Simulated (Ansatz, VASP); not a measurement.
This is a calculation of HgTe for Ansatz 0.2.0.

Contents of input.yaml:

```yaml
crystal:
  lattice:
    - [3.0512097241, -3.5349252628, 0.0]
    - [3.0512097241, 3.5349252628, 0.0]
    - [0.0, 0.0, 5.9118752236]
  atoms:
    - { symbol: Hg, position: [0.65695, 0.34305, 0.25] }
    - { symbol: Hg, position: [0.34305, 0.65695, 0.75] }
    - { symbol: Te, position: [0.215191, 0.784809, 0.25] }
    - { symbol: Te, position: [0.784809, 0.215191, 0.75] }
hamiltonian:
  xc: lda
  pseudopotentials: { kind: paw }
kpoints:
  mp_grid: { grid: [6, 6, 5] }
scf:
  occupations: { method: fermi_dirac, width: 0.05 }
output:
  forces: true
  stress: true
  eigenvalues: true
```

Potentials or basis: Ansatz PAW.

Command:

```sh
$ ansatz run input.yaml --threads 2 --pin off --max-ram 5632MiB --backend cpu --events-out ev --progress --plain --runs-dir out
```

**Question.** Set up the same calculation for VASP 6.6.1. Potentials there: VASP PAW LDA potentials, release 64 (Hg, Te).

**Answer.** As run (the cutoff follows the program's own potentials):

The input INCAR:

```
PREC = Accurate ; ENCUT = 520
EDIFF = 1E-6 ; ISMEAR = -1
SIGMA = 0.05 ; LREAL = F
LASPH = T ; NELM = 80
ALGO = Normal ; ISIF = 2
LWAVE = F ; LCHARG = F
NBANDS = 26
```

File KPOINTS:

```
regular mesh
0
Gamma
  6 6 5
```

Contents of POSCAR:

```
HgTe
1.0
    3.0512097241     -3.5349252628      0.0000000000
    3.0512097241      3.5349252628      0.0000000000
    0.0000000000      0.0000000000      5.9118752236
Hg Te
2 2
Direct
    0.6569500000      0.3430500000      0.2500000000
    0.3430500000      0.6569500000      0.7500000000
    0.2151910000      0.7848090000      0.2500000000
    0.7848090000      0.2151910000      0.7500000000
```

Potentials or basis: VASP PAW LDA potentials, release 64 (Hg, Te).

Launch:

```console
$ cat potpaw_LDA.64/Hg/POTCAR potpaw_LDA.64/Te/POTCAR > POTCAR
$ mpirun -np 1 vasp_std > vasp.out
```

Both were run:

|  | VASP | Ansatz | Ansatz less VASP |
| --- | --- | --- | --- |
| gap on the k mesh at the Fermi level (eV) | none | none | - |
| pressure (GPa) | -6.4 | -6.6 | -0.17 |
| traceless stress, the component that is largest in VASP (GPa) | 1.04 | 1.10 | +0.063 |
| rms of the force components (eV/Å) | 0.159 | 0.165 | +0.0055 |

LDA's correlation is that of Perdew and Zunger in VASP and of Perdew and Wang (1992) in Ansatz. Atom by atom the forces differ by 0.006 eV/Å (rms over components). A gap of «none» marks a metal or a gap that the smearing closes. VASP's potentials hold 36 valence electrons a cell and Ansatz's 72, so a difference there can come from the potentials and not from the codes.

Neither program's run includes spin-orbit coupling.
